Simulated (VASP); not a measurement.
# W (Fm-3m) in VASP: a series of runs

W is run at these levels: PBE; tasks: single point.

All numbers are computed with VASP 6.6.1; they aren't measurements. Logs are shortened: lines on timing, memory, paths and dates and some standing lists are left out, and cuts for length are marked.

### 1 The cell of the first run

Symmetry: Fm-3m, No. 225, cubic system. The conventional cell has a = 4.087 Å, b = 4.087 Å, c = 4.087 Å, α = 90.00°, β = 90.00°, γ = 90.00°. W (site symmetry m-3m) has 12 W at 2.89 Å within 3.8 Å.

### 2 Single point, PBE (volume scaled by 1.02)

Contents of INCAR:

```
PREC = Accurate ; ENCUT = 520
EDIFF = 1E-6 ; ISMEAR = -1
SIGMA = 0.05 ; LREAL = False
LASPH = True ; NELM = 80
ALGO = Normal ; ISIF = 2
LWAVE = False ; LCHARG = True
GGA = PE ; LELF = True
LVHAR = True ; NBANDS = 13
```

Contents of KPOINTS:

```
Automatic mesh
0
Gamma
  14 14 14
```

Contents of POSCAR:

```
W
1.0
    0.0000000000      2.0434441004      2.0434441004
    2.0434441004      0.0000000000      2.0434441004
    2.0434441004      2.0434441004      0.0000000000
W
1
Direct
    0.0000000000      0.0000000000      0.0000000000
```

Potentials or basis: VASP PAW PBE potentials, release 64 (W_sv).

Started as:

```console
cat potpaw_PBE.64/W_sv/POTCAR > POTCAR
mpirun -np 1 vasp_std > vasp.out
```

OUTCAR:

```text
PREC = Accurate
   ENCUT = 520
   EDIFF = 1E-6
   ISMEAR = -1
   LREAL = False
   LASPH = True
   NELM = 80
   ISIF = 2
   GGA = PE

 ion  position               nearest neighbor table
   1  0.000  0.000  0.000-

  LATTYP: Found a face centered cubic cell.
 ALAT       =     4.0868882008

  Lattice vectors:

 A1 = (   0.0000000000,   2.0434441004,   2.0434441004)
 A2 = (   2.0434441004,   0.0000000000,   2.0434441004)
 A3 = (   2.0434441004,   2.0434441004,   0.0000000000)

Analysis of symmetry for initial positions (statically):
=====================================================================
 Subroutine PRICEL returns:
 Original cell was already a primitive cell.

 Routine SETGRP: Setting up the symmetry group for a
 face centered cubic supercell.

 Subroutine GETGRP returns: Found 48 space group operations
 (whereof 48 operations were pure point group operations)
 out of a pool of 48 trial point group operations.

The static configuration has the point symmetry O_h .

Analysis of symmetry for dynamics (positions and initial velocities):
=====================================================================
 Subroutine PRICEL returns:
 Original cell was already a primitive cell.

 Routine SETGRP: Setting up the symmetry group for a
 face centered cubic supercell.

 Subroutine GETGRP returns: Found 48 space group operations
 (whereof 48 operations were pure point group operations)
 out of a pool of 48 trial point group operations.

The dynamic configuration has the point symmetry O_h .

 Subroutine INISYM returns: Found 48 space group operations
 (whereof 48 operations are pure point group operations),
 and found     1 'primitive' translations

----------------------------------------------------------------------------------------

                                     Primitive cell

  volume of cell :      17.0655

  direct lattice vectors                    reciprocal lattice vectors
     0.000000000  2.043444100  2.043444100    -0.244684941  0.244684941  0.244684941
     2.043444100  0.000000000  2.043444100     0.244684941 -0.244684941  0.244684941
     2.043444100  2.043444100  0.000000000     0.244684941  0.244684941 -0.244684941

  length of vectors
     2.889866361  2.889866361  2.889866361     0.423806750  0.423806750  0.423806750

  position of ions in fractional coordinates (direct lattice)
     0.000000000  0.000000000  0.000000000

  ion indices of the primitive-cell ions
   primitive index   ion index
                 1           1

----------------------------------------------------------------------------------------

 KPOINTS: Automatic mesh

Automatic generation of k-mesh.
 Grid dimensions read from file:
 generate k-points for:   14   14   14

 Generating k-lattice:

  Cartesian coordinates                     Fractional coordinates (reciprocal lattice)
    -0.017477496  0.017477496  0.017477496     0.071428571  0.000000000  0.000000000
     0.017477496 -0.017477496  0.017477496     0.000000000  0.071428571  0.000000000
     0.017477496  0.017477496 -0.017477496     0.000000000  0.000000000  0.071428571

  Length of vectors
     0.030271911  0.030271911  0.030271911

  Shift w.r.t. Gamma in fractional coordinates (k-lattice)
     0.000000000  0.000000000  0.000000000

 Subroutine IBZKPT returns following result:
 ===========================================

 Found    104 irreducible k-points:

 Following reciprocal coordinates:
            Coordinates               Weight
  0.000000  0.000000  0.000000      1.000000
  0.071429  0.000000  0.000000      8.000000
  0.142857  0.000000  0.000000      8.000000
  0.214286  0.000000  0.000000      8.000000
  0.285714  0.000000  0.000000      8.000000
  0.357143  0.000000  0.000000      8.000000
[... 16 lines left out ...]
  0.214286  0.142857  0.000000     24.000000
  0.285714  0.142857  0.000000     24.000000
 [... further k-points ...]
   k-points           NKPTS =    104   k-points in BZ     NKDIM =    104   number of bands    NBANDS=     13
   number of dos      NEDOS =    301   number of ions     NIONS =      1
   total plane-waves  NPLWV =  13824
   dimension x,y,z NGX =    24 NGY =   24 NGZ =   24
   dimension x,y,z NGXF=    48 NGYF=   48 NGZF=   48
   ions per type =               1
   NGX,Y,Z   is equivalent  to a cutoff of  13.81, 13.81, 13.81 a.u.
   NGXF,Y,Z  is equivalent  to a cutoff of  27.61, 27.61, 27.61 a.u.
 SYSTEM =  unknown system
   PREC   = accura    normal or accurate (medium, high low for compatibility)
   ISTART =      0    job   : 0-new  1-cont  2-samecut
   ICHARG =      2    charge: 1-file 2-atom 10-const
   ISPIN  =      1    spin polarized calculation?
   LNONCOLLINEAR =      F non collinear calculations
   LSORBIT =      F    spin-orbit coupling
   LASPH  =      T    aspherical Exc in radial PAW
   ENCUT  =  520.0 eV  38.22 Ry    6.18 a.u.   5.37  5.37  5.37*2*pi/ulx,y,z
   NELM   =     80;   NELMIN=  2; NELMDL= -5     # of ELM steps
   EDIFF  = 0.1E-05   stopping-criterion for ELM
   LREAL  =      F    real-space projection
   EDIFFG = 0.1E-04   stopping-criterion for IOM
   NSW    =      0    number of steps for IOM
   IBRION =     -1    ionic relax: 0-MD 1-quasi-New 2-CG
   NFREE  =      0    steps in history (QN), initial steepest desc. (CG)
   ISIF   =      2    stress and relaxation
   ISYM   =      2    0-nonsym 1-usesym 2-fastsym
   POTIM  = 0.5000    time-step for ionic-motion
   TEBEG  =    0.0;   TEEND  =   0.0 temperature during run
   PSTRESS=    0.0 pullay stress
   NELECT =      14.0000    total number of electrons
   NUPDOWN=      -1.0000    fix difference up-down
   EMIN   =  10.00;   EMAX   =-10.00  energy-range for DOS
   EFERMI =   0.00;   METHOD = LEGACY
   ISMEAR =    -1;   SIGMA  =   0.05  broadening in eV -4-tet -1-fermi 0-gaus
   EFERMI_NEDOS =   21; number of points for ismear=-14 and -15
   IALGO  =     38    algorithm
   IMIX   =      4    mixing-type and parameters
     AMIX     =   0.40;   BMIX     =  1.00
     AMIX_MAG =   1.60;   BMIX_MAG =  1.00
  volume/ion in A,a.u.               =      17.07       115.16
  Fermi-wavevector in a.u.,A,eV,Ry     =   1.532539  2.896078 31.955656  2.348674
  Thomas-Fermi vector in A             =   2.639731
   LORBIT       =      0    0 simple, 1 ext, 2 COOP (PROOUT), +10 PAW based schemes
   GGA     = PE    functional components
   LHFCALC =     F    Hartree Fock is set to
   AEXX    =    0.0000 exact exchange contribution
   IVDW    =     0    specifies the selected vdW correction
   LEPSILON=     F    determine dielectric tensor
   LRPA    =     F    only Hartree local field effects (RPA)
 non-spin polarized calculation
  energy-cutoff  :      520.00
  volume of cell :       17.07
 maximum number of plane-waves:       475
 NGX is ok and might be reduce to    24
   NGX = 11   NGY = 11   NGZ = 11

 number of electron      14.0000001 magnetization

 Free energy of the ion-electron system (eV)
  ---------------------------------------------------
  ext. energy  EPLUGINS =         0.00000000
  ---------------------------------------------------
  free energy    TOTEN  =       -12.45996155 eV

  energy without entropy =      -12.44887423  energy(sigma->0) =      -12.45441789

 E-fermi :   9.9503     XC(G=0): -13.2189

 val. band max:        9.9314226954   @ k =  -0.3571   0.1429   0.0000
 cond. band min:       9.9526973094   @ k =   0.2143   0.0714   0.0000
 fundamental gap:      0.0212746140
 Fermi energy:         9.9503059852

 k-point     1 :       0.0000    0.0000    0.0000
  band No.  band energies     occupation
      1     -63.7911      2.00000
      2     -27.4678      2.00000
      3     -27.4678      2.00000
      4     -27.4678      2.00000
      5       1.1739      2.00000
      6       9.4482      1.99991
      7       9.4482      1.99991
      8       9.4482      1.99991
      9      12.4019      0.00000
     10      12.4019      0.00000
     11      22.6949      0.00000
     12      27.7222      0.00000
     13      27.7222      0.00000

 k-point     2 :       0.0714    0.0000    0.0000
  band No.  band energies     occupation
      1     -63.7868      2.00000
      2     -27.5206      2.00000
      3     -27.4747      2.00000
      4     -27.4747      2.00000
      5       1.3874      2.00000
      6       9.2858      2.00000
      7       9.5468      1.99937
      8       9.5468      1.99937
      9      12.3150      0.00000
     10      12.3150      0.00000
     11      23.1199      0.00000
     12      26.8040      0.00000
     13      28.1204      0.00000

 k-point     3 :       0.1429    0.0000    0.0000
  band No.  band energies     occupation
      1     -63.7745      2.00000
      2     -27.6664      2.00000
      3     -27.4937      2.00000
      4     -27.4937      2.00000
      5       1.9912      2.00000
      6       8.9034      2.00000
      7       9.7742      1.94257
      8       9.7742      1.94257
      9      12.1662      0.00000
     10      12.1662      0.00000
     11      24.1044      0.00000
     12      25.4033      0.00000
     13      29.2526      0.00000

 k-point     4 :       0.2143    0.0000    0.0000
  band No.  band energies     occupation
      1     -63.7567      2.00000
      2     -27.8724      2.00000
      3     -27.5211      2.00000
      4     -27.5211      2.00000
      5       2.8614      2.00000
      6       8.5463      2.00000
      7       9.9053      1.42212
      8       9.9053      1.42212
      9      12.2659      0.00000
     10      12.2659      0.00000
     11      23.4749      0.00000
     12      25.9640      0.00000
     13      30.9659      0.00000

 k-point     5 :       0.2857    0.0000    0.0000
  band No.  band energies     occupation
      1     -63.7370      2.00000
      2     -28.0950      2.00000
      3     -27.5513      2.00000
      4     -27.5513      2.00000
      5       3.7455      2.00000
      6       8.5225      2.00000
      7       9.7708      1.94626
      8       9.7708      1.94626
      9      12.8309      0.00000
     10      12.8309      0.00000
     11      22.2505      0.00000
     12      26.1037      0.00000
     13      32.2636      0.00000

 k-point     6 :       0.3571    0.0000    0.0000
  band No.  band energies     occupation
      1     -63.7192      2.00000
      2     -28.2905      2.00000
      3     -27.5783      2.00000
      4     -27.5783      2.00000
      5       4.3197      2.00000
      6       9.0832      2.00000
      7       9.5186      1.99964
      8       9.5186      1.99964
      9      13.6663      0.00000
     10      13.6663      0.00000
     11      21.1750      0.00000
     12      24.3837      0.00000
     13      30.5244      0.00000

 k-point     7 :       0.4286    0.0000    0.0000
  band No.  band energies     occupation
      1     -63.7068      2.00000
      2     -28.4231      2.00000
      3     -27.5970      2.00000
      4     -27.5970      2.00000
      5       4.5287      2.00000
      6       9.3174      1.99999
      7       9.3174      1.99999
      8      10.0016      0.52786
      9      14.4222      0.00000
     10      14.4222      0.00000
     11      20.1897      0.00000
     12      22.8326      0.00000
     13      28.8300      0.00000
[... 193 lines left out ...]
 k-point    20 :      -0.1429    0.0714    0.0000
  band No.  band energies     occupation
      1     -63.7657      2.00000
      2     -27.7485      2.00000
      3     -27.5429      2.00000
      4     -27.4932      2.00000
      5       2.4365      2.00000
      6       8.6250      2.00000
      7       9.8887      1.54815
      8       9.9687      0.81820
      9      11.6715      0.00000
     10      12.5764      0.00000
     11      24.5460      0.00000
     12      25.3480      0.00000
     13      28.9043      0.00000

 k-point    21 :      -0.0714    0.0714    0.0000
  band No.  band energies     occupation
      1     -63.7798      2.00000
      2     -27.5929      2.00000
      3     -27.5053      2.00000
      4     -27.4772      2.00000
      5       1.7325      2.00000
      6       9.0216      2.00000
      7       9.6913      1.98881
      8       9.7285      1.97658
      9      11.9797      0.00000
     10      12.4227      0.00000
     11      23.7794      0.00000
     12      26.0849      0.00000
     13      28.1105      0.00000

 k-point    22 :       0.1429    0.1429    0.0000
  band No.  band energies     occupation
      1     -63.7691      2.00000
      2     -27.6606      2.00000
      3     -27.5378      2.00000
      4     -27.5378      2.00000
      5       2.2675      2.00000
      6       8.4762      2.00000
      7      10.1220      0.06256
      8      10.1220      0.06256
      9      11.1955      0.00000
     10      12.7717      0.00000
     11      24.8311      0.00000
     12      26.5585      0.00000
     13      28.3445      0.00000

 k-point    23 :       0.2143    0.1429    0.0000
  band No.  band energies     occupation
      1     -63.7557      2.00000
      2     -27.7944      2.00000
      3     -27.5723      2.00000
      4     -27.5642      2.00000
      5       2.9353      2.00000
      6       8.0742      2.00000
      7      10.1825      0.01905
      8      10.4378      0.00012
      9      11.0701      0.00000
     10      12.9741      0.00000
     11      25.5888      0.00000
     12      26.1321      0.00000
     13      28.7647      0.00000

 k-point    24 :       0.2857    0.1429    0.0000
  band No.  band energies     occupation
      1     -63.7385      2.00000
      2     -27.9769      2.00000
      3     -27.6064      2.00000
      4     -27.5960      2.00000
      5       3.8073      2.00000
      6       7.7946      2.00000
      7       9.6445      1.99560
      8      10.5506      0.00001
      9      11.8492      0.00000
     10      13.3992      0.00000
     11      24.2971      0.00000
     12      27.1234      0.00000
     13      29.2321      0.00000

 [... further k-points ...]
[... 5 lines left out ...]
  --------------------------------------------------------------------------------------
  -------------------------------------------------------------------------------------
  Total       -0.9949753     -0.9949753     -0.9949753     -0.0000000      0.0000000      0.0000000
  in kB      -93.4124178    -93.4124178    -93.4124178     -0.0000000      0.0000000      0.0000000
  external PRESSURE =     -93.4124178 kB  Pullay stress =       0.0000000 kB

 VOLUME and BASIS-vectors are now :
 -----------------------------------------------------------------------------
  energy-cutoff  :      520.00
  volume of cell :       17.07
      direct lattice vectors                 reciprocal lattice vectors
     0.000000000  2.043444100  2.043444100    -0.244684941  0.244684941  0.244684941
     2.043444100  0.000000000  2.043444100     0.244684941 -0.244684941  0.244684941
     2.043444100  2.043444100  0.000000000     0.244684941  0.244684941 -0.244684941

 POSITION                                       TOTAL-FORCE (eV/Angst)
 -----------------------------------------------------------------------------------
      0.00000      0.00000      0.00000         0.000000      0.000000     -0.000000
 -----------------------------------------------------------------------------------
    total drift:                               -0.000000      0.000000      0.000000

  FREE ENERGIE OF THE ION-ELECTRON SYSTEM (eV)
  ---------------------------------------------------
  free  energy   TOTEN  =       -12.4599615450 eV

  energy  without entropy=      -12.4488742319  energy(sigma->0) =      -12.45441789
```

Run time: 15 s. Hardware: 1 thread of Intel Xeon Platinum 8259CL at 2.50GHz (Skylake/Cascade Lake), shared host; peak memory 0.15 GiB.

Results:

* Free energy: -12.4600 eV
* Pressure: -9.3 GPa
* Band gap on the k mesh: zero (band 7 reaches 12.80 eV, above the bottom of band 8 at 9.45 eV)

Levels at points of the mesh, in eV from the Fermi level:
```csv
k point,band 5,band 6,band 7,band 8,band 9,band 10
"(0.00, 0.00, 0.00)",-8.78,-0.50,-0.50,-0.50,2.45,2.45
"(0.50, 0.00, 0.00)",-5.38,-0.71,-0.71,0.54,4.79,4.79
"(0.50, 0.50, 0.00)",-5.21,-4.27,2.85,4.75,5.47,5.47
```

Caveat: spin-orbit coupling is left out, which moves the levels of the heavy elements.

### 3 Single point, PBE (volume scaled by 1.06)

Contents of INCAR:

```
PREC = Accurate ; ENCUT = 520
EDIFF = 1E-6 ; ISMEAR = -1
SIGMA = 0.05 ; LREAL = False
LASPH = True ; NELM = 80
ALGO = Normal ; ISIF = 2
LWAVE = False ; LCHARG = False
GGA = PE ; NBANDS = 13
```

KPOINTS is that of step 2.

Contents of POSCAR:

```
W
1.0
    0.0000000000      2.0698140295      2.0698140295
    2.0698140295      0.0000000000      2.0698140295
    2.0698140295      2.0698140295      0.0000000000
W
1
Direct
    0.0000000000      0.0000000000      0.0000000000
```

Potentials or basis: VASP PAW PBE potentials, release 64 (W_sv).

Started as:

```console
cat potpaw_PBE.64/W_sv/POTCAR > POTCAR
mpirun -np 1 vasp_std > vasp.out
```

Run time: 16 s. Hardware: 1 thread of Intel Xeon Platinum 8259CL at 2.50GHz (Skylake/Cascade Lake), shared host; peak memory 0.15 GiB.

It converged, with:

| Item | Value |
| --- | --- |
| Free energy | -12.4025 eV |
| Pressure | -18.0 GPa |
| Band gap on the k mesh | zero (band 7 reaches 12.12 eV, above the bottom of band 8 at 8.98 eV) |

Levels at points of the mesh, in eV from the Fermi level:
| k point | band 5 | band 6 | band 7 | band 8 | band 9 | band 10 |
| --- | --- | --- | --- | --- | --- | --- |
| (0.00, 0.00, 0.00) | -8.58 | -0.47 | -0.47 | -0.47 | 2.32 | 2.32 |
| (0.50, 0.00, 0.00) | -5.19 | -0.66 | -0.66 | 0.44 | 4.53 | 4.53 |
| (0.50, 0.50, 0.00) | -4.96 | -4.05 | 2.66 | 4.49 | 5.17 | 5.17 |

Caveat: spin-orbit coupling is left out, which moves the levels of the heavy elements.
